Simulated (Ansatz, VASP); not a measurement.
## CsBi3 in VASP and in Ansatz

```
Cs Bi
1.0
     5.24628    0.00000    0.00000
     0.00000    5.24628    0.00000
     0.00000    0.00000    5.24628
Cs Bi
1 3
Direct
  0.00000 0.00000 0.00000
  0.00000 0.50000 0.50000
  0.50000 0.00000 0.50000
  0.50000 0.50000 0.00000
```

Alike in both runs: functional PBE; k mesh 10 × 10 × 10; occupations gaussian, width 0.1 eV; no spin polarisation.

Ansatz relaxed the structure, and its values are those at the end. VASP's run is a single point on that final structure, the one shown.

```csv
,VASP,Ansatz
version,VASP 6.6.1,Ansatz 0.2.0
potentials or method,"VASP PAW PBE potentials, release 64 (Cs_sv, Bi_d), cutoff 520 eV","scalar-relativistic, plane waves, PAW"
valence electrons in the cell,54,54
```

|  | VASP | Ansatz | Ansatz less VASP |
| --- | --- | --- | --- |
| gap on the k mesh at the Fermi level (eV) | none | none | - |
| pressure (GPa) | 0.0 | 0.0 | -0.02 |

A gap of «none» marks a metal or a gap that the smearing closes.

Spin-orbit coupling is off throughout.
